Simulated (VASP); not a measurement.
# Na2S (Fm-3m) in VASP: notebook

Runs on Na2S. Level: PBEsol. Tasks: single point, relaxation of cell and atoms.

All numbers are computed with VASP 6.6.1; they aren't measurements. Logs are shortened: lines on timing, memory, paths and dates and some standing lists are left out, and cuts for length are marked.

## 1. The cell of the first run

It takes space group Fm-3m (No. 225, cubic). The conventional cell has a = 6.502 Å, b = 6.502 Å, c = 6.502 Å, α = 90.00°, β = 90.00°, γ = 90.00°. Na (site symmetry -43m) has 4 S at 2.82 Å and 6 Na at 3.25 Å within 3.7 Å. S (site symmetry m-3m) has 8 Na at 2.82 Å within 3.7 Å.

## 2. Single point, PBEsol

The input, INCAR:

```
ALGO = Normal
EDIFF = 1E-6
ENCUT = 500
GGA = PS
GGA_COMPAT = False
ISIF = 2
ISMEAR = 0
LASPH = True
LCHARG = False
LREAL = False
LWAVE = False
NBANDS = 17
NELM = 120
PREC = Accurate
SIGMA = 0.01
```

The input, KPOINTS:

```
k-points
0
Gamma
  8 8 8
```

The input, POSCAR:

```
Na2S
1.0
    0.0000000000      3.2508104152      3.2508104152
    3.2508104152      0.0000000000      3.2508104152
    3.2508104152      3.2508104152      0.0000000000
Na S
2 1
Direct
    0.2500000000      0.2500000000      0.2500000000
    0.7500000000      0.7500000000      0.7500000000
    0.0000000000      0.0000000000      0.0000000000
```

Potentials or basis: VASP PAW PBE potentials, release 64 (Na_pv, S).

Launch:

```
$ cat potpaw_PBE.64/Na_pv/POTCAR potpaw_PBE.64/S/POTCAR > POTCAR
$ mpirun -np 1 vasp_std > vasp.out
```

OUTCAR:

```text
EDIFF = 1E-6
   ENCUT = 500
   GGA = PS
   ISIF = 2
   ISMEAR = 0
   LASPH = True
   LREAL = False
   NELM = 120
   PREC = Accurate

 ion  position               nearest neighbor table
   1  0.250  0.250  0.250-
   2  0.750  0.750  0.750-
   3  0.000  0.000  0.000-

  LATTYP: Found a face centered cubic cell.
 ALAT       =     6.5016208304

  Lattice vectors:

 A1 = (   0.0000000000,   3.2508104152,   3.2508104152)
 A2 = (   3.2508104152,   0.0000000000,   3.2508104152)
 A3 = (   3.2508104152,   3.2508104152,   0.0000000000)

Analysis of symmetry for initial positions (statically):
=====================================================================
 Subroutine PRICEL returns:
 Original cell was already a primitive cell.

 Routine SETGRP: Setting up the symmetry group for a
 face centered cubic supercell.

 Subroutine GETGRP returns: Found 48 space group operations
 (whereof 48 operations were pure point group operations)
 out of a pool of 48 trial point group operations.

The static configuration has the point symmetry O_h .

Analysis of symmetry for dynamics (positions and initial velocities):
=====================================================================
 Subroutine PRICEL returns:
 Original cell was already a primitive cell.

 Routine SETGRP: Setting up the symmetry group for a
 face centered cubic supercell.

 Subroutine GETGRP returns: Found 48 space group operations
 (whereof 48 operations were pure point group operations)
 out of a pool of 48 trial point group operations.

The dynamic configuration has the point symmetry O_h .

 Subroutine INISYM returns: Found 48 space group operations
 (whereof 48 operations are pure point group operations),
 and found     1 'primitive' translations

----------------------------------------------------------------------------------------

                                     Primitive cell

  volume of cell :      68.7076

  direct lattice vectors                    reciprocal lattice vectors
     0.000000000  3.250810415  3.250810415    -0.153807801  0.153807801  0.153807801
     3.250810415  0.000000000  3.250810415     0.153807801 -0.153807801  0.153807801
     3.250810415  3.250810415  0.000000000     0.153807801  0.153807801 -0.153807801

  length of vectors
     4.597340178  4.597340178  4.597340178     0.266402925  0.266402925  0.266402925

  position of ions in fractional coordinates (direct lattice)
     0.250000000  0.250000000  0.250000000
     0.750000000  0.750000000  0.750000000
     0.000000000  0.000000000  0.000000000

  ion indices of the primitive-cell ions
   primitive index   ion index
                 1           1
                 2           2
                 3           3

----------------------------------------------------------------------------------------

 KPOINTS: k-points

Automatic generation of k-mesh.
 Grid dimensions read from file:
 generate k-points for:    8    8    8

 Generating k-lattice:

  Cartesian coordinates                     Fractional coordinates (reciprocal lattice)
    -0.019225975  0.019225975  0.019225975     0.125000000  0.000000000  0.000000000
     0.019225975 -0.019225975  0.019225975     0.000000000  0.125000000  0.000000000
     0.019225975  0.019225975 -0.019225975     0.000000000  0.000000000  0.125000000

  Length of vectors
     0.033300366  0.033300366  0.033300366

  Shift w.r.t. Gamma in fractional coordinates (k-lattice)
     0.000000000  0.000000000  0.000000000

 Subroutine IBZKPT returns following result:
 ===========================================

 Found     29 irreducible k-points:

 Following reciprocal coordinates:
            Coordinates               Weight
  0.000000  0.000000  0.000000      1.000000
  0.125000  0.000000  0.000000      8.000000
  0.250000  0.000000  0.000000      8.000000
  0.375000  0.000000  0.000000      8.000000
  0.500000  0.000000  0.000000      4.000000
  0.125000  0.125000  0.000000      6.000000
[... 16 lines left out ...]
  0.500000  0.250000  0.125000     48.000000
 -0.375000  0.250000  0.125000     24.000000
 [... further k-points ...]
   k-points           NKPTS =     29   k-points in BZ     NKDIM =     29   number of bands    NBANDS=     17
   number of dos      NEDOS =    301   number of ions     NIONS =      3
   total plane-waves  NPLWV =  46656
   dimension x,y,z NGX =    36 NGY =   36 NGZ =   36
   dimension x,y,z NGXF=    72 NGYF=   72 NGZF=   72
   ions per type =               2   1
   NGX,Y,Z   is equivalent  to a cutoff of  13.02, 13.02, 13.02 a.u.
   NGXF,Y,Z  is equivalent  to a cutoff of  26.04, 26.04, 26.04 a.u.
 SYSTEM =  unknown system
   PREC   = accura    normal or accurate (medium, high low for compatibility)
   ISTART =      0    job   : 0-new  1-cont  2-samecut
   ICHARG =      2    charge: 1-file 2-atom 10-const
   ISPIN  =      1    spin polarized calculation?
   LNONCOLLINEAR =      F non collinear calculations
   LSORBIT =      F    spin-orbit coupling
   LASPH  =      T    aspherical Exc in radial PAW
   ENCUT  =  500.0 eV  36.75 Ry    6.06 a.u.   8.38  8.38  8.38*2*pi/ulx,y,z
   NELM   =    120;   NELMIN=  2; NELMDL= -5     # of ELM steps
   EDIFF  = 0.1E-05   stopping-criterion for ELM
   LREAL  =      F    real-space projection
   EDIFFG = 0.1E-04   stopping-criterion for IOM
   NSW    =      0    number of steps for IOM
   IBRION =     -1    ionic relax: 0-MD 1-quasi-New 2-CG
   NFREE  =      0    steps in history (QN), initial steepest desc. (CG)
   ISIF   =      2    stress and relaxation
   ISYM   =      2    0-nonsym 1-usesym 2-fastsym
   POTIM  = 0.5000    time-step for ionic-motion
   TEBEG  =    0.0;   TEEND  =   0.0 temperature during run
   PSTRESS=    0.0 pullay stress
   NELECT =      20.0000    total number of electrons
   NUPDOWN=      -1.0000    fix difference up-down
   EMIN   =  10.00;   EMAX   =-10.00  energy-range for DOS
   EFERMI =   0.00;   METHOD = LEGACY
   ISMEAR =     0;   SIGMA  =   0.01  broadening in eV -4-tet -1-fermi 0-gaus
   EFERMI_NEDOS =   21; number of points for ismear=-14 and -15
   IALGO  =     38    algorithm
   IMIX   =      4    mixing-type and parameters
     AMIX     =   0.40;   BMIX     =  1.00
     AMIX_MAG =   1.60;   BMIX_MAG =  1.00
  volume/ion in A,a.u.               =      22.90       154.55
  Fermi-wavevector in a.u.,A,eV,Ry     =   1.084967  2.050290 16.016144  1.177153
  Thomas-Fermi vector in A             =   2.221070
   LORBIT       =      0    0 simple, 1 ext, 2 COOP (PROOUT), +10 PAW based schemes
   GGA     = PS    functional components
   LHFCALC =     F    Hartree Fock is set to
   AEXX    =    0.0000 exact exchange contribution
   IVDW    =     0    specifies the selected vdW correction
   LEPSILON=     F    determine dielectric tensor
   LRPA    =     F    only Hartree local field effects (RPA)
 non-spin polarized calculation
 Gauss-broadening in eV      SIGMA  =   0.01
  energy-cutoff  :      500.00
  volume of cell :       68.71
 maximum number of plane-waves:      1807
 NGX is ok and might be reduce to    36
   NGX = 17   NGY = 17   NGZ = 17

 number of electron      19.9999984 magnetization

 Free energy of the ion-electron system (eV)
  ---------------------------------------------------
  ext. energy  EPLUGINS =         0.00000000
  ---------------------------------------------------
  free energy    TOTEN  =       -10.37495031 eV

  energy without entropy =      -10.37495031  energy(sigma->0) =      -10.37495031

 E-fermi :   0.3079     XC(G=0):  -8.0228

 val. band max:        0.1893206958   @ k =   0.0000   0.0000   0.0000
 cond. band min:       2.6125522545   @ k =   0.0000   0.0000   0.0000
 fundamental gap:      2.4232315587
 Fermi energy:         0.3078911335

 k-point     1 :       0.0000    0.0000    0.0000
  band No.  band energies     occupation
      1     -21.8398      2.00000
      2     -21.8398      2.00000
      3     -21.8398      2.00000
      4     -21.7815      2.00000
      5     -21.7815      2.00000
      6     -21.7815      2.00000
[... 9 lines left out ...]
     16       9.5290      0.00000
     17      11.3802      0.00000

 k-point     2 :       0.1250    0.0000    0.0000
  band No.  band energies     occupation
      1     -21.8384      2.00000
      2     -21.8377      2.00000
      3     -21.8377      2.00000
      4     -21.7850      2.00000
      5     -21.7839      2.00000
      6     -21.7839      2.00000
[... 9 lines left out ...]
     16       9.1393      0.00000
     17      10.9356      0.00000

 k-point     3 :       0.2500    0.0000    0.0000
  band No.  band energies     occupation
      1     -21.8343      2.00000
      2     -21.8318      2.00000
      3     -21.8318      2.00000
      4     -21.7941      2.00000
      5     -21.7905      2.00000
      6     -21.7905      2.00000
[... 9 lines left out ...]
     16       9.3207      0.00000
     17      10.4945      0.00000

 k-point     4 :       0.3750    0.0000    0.0000
  band No.  band energies     occupation
      1     -21.8276      2.00000
      2     -21.8227      2.00000
      3     -21.8227      2.00000
      4     -21.8058      2.00000
      5     -21.8003      2.00000
      6     -21.8003      2.00000
[... 9 lines left out ...]
     16      10.3579      0.00000
     17      10.7733      0.00000
[... 343 lines left out ...]
      1     -21.8482      2.00000
      2     -21.8349      2.00000
      3     -21.8236      2.00000
      4     -21.8046      2.00000
      5     -21.7897      2.00000
      6     -21.7764      2.00000
[... 9 lines left out ...]
     16      10.7805      0.00000
     17      11.8525      0.00000

 k-point    23 :       0.5000    0.2500    0.1250
  band No.  band energies     occupation
      1     -21.8505      2.00000
      2     -21.8371      2.00000
      3     -21.8252      2.00000
      4     -21.8008      2.00000
      5     -21.7922      2.00000
      6     -21.7768      2.00000
[... 9 lines left out ...]
     16      11.3115      0.00000
     17      12.1556      0.00000

 k-point    24 :      -0.3750    0.2500    0.1250
  band No.  band energies     occupation
      1     -21.8491      2.00000
      2     -21.8441      2.00000
      3     -21.8134      2.00000
      4     -21.8132      2.00000
      5     -21.7829      2.00000
      6     -21.7819      2.00000
[... 9 lines left out ...]
     16      10.8431      0.00000
     17      12.1728      0.00000

 [... further k-points ...]

------------------------ aborting loop because EDIFF is reached ----------------------------------------

  FORCE on cell =-STRESS in cart. coord.  units (eV):
  Direction    XX          YY          ZZ          XY          YZ          ZX
  --------------------------------------------------------------------------------------
  -------------------------------------------------------------------------------------
  Total        0.0195105      0.0195105      0.0195105      0.0000000     -0.0000000      0.0000000
  in kB        0.4549619      0.4549619      0.4549619      0.0000000     -0.0000000      0.0000000
  external PRESSURE =       0.4549619 kB  Pullay stress =       0.0000000 kB

 VOLUME and BASIS-vectors are now :
 -----------------------------------------------------------------------------
  energy-cutoff  :      500.00
  volume of cell :       68.71
      direct lattice vectors                 reciprocal lattice vectors
     0.000000000  3.250810415  3.250810415    -0.153807801  0.153807801  0.153807801
     3.250810415  0.000000000  3.250810415     0.153807801 -0.153807801  0.153807801
     3.250810415  3.250810415  0.000000000     0.153807801  0.153807801 -0.153807801

 POSITION                                       TOTAL-FORCE (eV/Angst)
 -----------------------------------------------------------------------------------
      1.62541      1.62541      1.62541        -0.000000      0.000000     -0.000000
      4.87622      4.87622      4.87622         0.000000     -0.000000      0.000000
      0.00000      0.00000      0.00000         0.000000      0.000000      0.000000
 -----------------------------------------------------------------------------------
    total drift:                                0.000000      0.000000      0.000000

  FREE ENERGIE OF THE ION-ELECTRON SYSTEM (eV)
  ---------------------------------------------------
  free  energy   TOTEN  =       -10.3749503141 eV

  energy  without entropy=      -10.3749503141  energy(sigma->0) =      -10.37495031
```

Run time: 94 s. Hardware: 1 thread of Intel Xeon 8259CL, shared host; peak memory 0.2 GiB.

What came out:

| Quantity | Value |
| --- | --- |
| Free energy | -10.3750 eV |
| Pressure | 0.0 GPa |
| Band gap on the k mesh | 2.42 eV |

Caveat: the PAW data sets were made with another functional, which shifts forces and pressure a little. A k mesh can miss the band edges.

(Continued in part 2 of 2.)
